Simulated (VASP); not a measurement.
# Ba7SnS8 (a cell with a defect): single point with PBEsol

Ba7SnS8 (a cell with a defect):

```xyz
16
Lattice="12.6641 0.0000 0.0000 0.0000 6.3321 0.0000 0.0000 0.0000 6.3321" Properties=species:S:1:pos:R:3 pbc="T T T"
S     3.1419    0.1379    0.0212
S     9.2651    6.1782    6.0820
S    12.6406    3.1222    0.0548
S     6.4225    3.1713    6.2878
S     0.2300    6.3090    3.1107
S     6.2320    6.2858    3.1468
S     3.1672    3.2124    3.2072
S     9.6322    3.2695    3.1894
Ba   12.5995    6.3288    0.1409
Ba    6.2246    0.1161    0.0973
Ba    3.1583    3.0727    6.2778
Ba    9.4867    3.0494    6.2837
Ba    3.2865    6.3022    3.0417
Ba    9.4719    0.0106    3.1178
Ba   12.6553    2.8795    3.2999
Sn    6.2631    3.1627    3.1809
```

```
Program                : VASP 6.6.1
Task                   : single point
Functional             : PBEsol
Potentials or basis    : VASP PAW PBE potentials, release 64 (S, Ba_sv, Sn_d)
Cutoff                 : 520 eV
k mesh                 : 2 × 2 × 2, shifted
Occupations            : gaussian, width 0.01 eV
Spin                   : no spin polarisation
Dipole correction      : no
Charge                 : 2
Further INCAR settings : LREAL = Auto; ALGO = Normal; EDIFF = 1e-06; NBANDS = 80; NELECT = 130.0
```

The largest force is 1.363 eV/Å.

Forces in eV/Å, atoms in the order of the input:
```
S   -0.172 -0.716 -0.399
S    0.408  0.235  0.653
S   -0.002 -0.054  0.219
S   -0.507  0.266 -0.053
S   -0.508 -0.788  0.568
S    0.643 -0.054  0.393
S    0.858 -0.293 -0.337
S   -0.506 -0.401 -0.291
Ba   0.121 -0.434 -0.708
Ba   0.148 -0.577 -0.590
Ba   0.130  0.911  0.314
Ba  -0.085  0.272  0.126
Ba  -0.483  0.172  0.638
Ba  -0.196 -0.054 -0.377
Ba   0.272  1.295 -0.324
Sn  -0.121  0.218  0.169
```

Levels at points of the mesh, in eV from the Fermi level:
| k point | band 63 | band 64 | band 65 | band 66 | band 67 | band 68 |
| --- | --- | --- | --- | --- | --- | --- |
| (0.25, 0.25, 0.25) | -0.16 | -0.12 | -0.01 | 0.03 | 3.32 | 3.61 |

Run time: 5.9 min on 1 thread of Intel(R) Xeon(R) 6975P-C (Granite Rapids), with other jobs on the host, peak memory 0.54 GiB.

Caveat: the cell carries a net charge on a neutralising background, which shifts energy and pressure; the cell is charged against a uniform background, so pressure and absolute levels hang on convention; the PAW data sets were made with another functional, which shifts forces and pressure a little; spin-orbit coupling is left out, which moves the levels of the heavy elements.
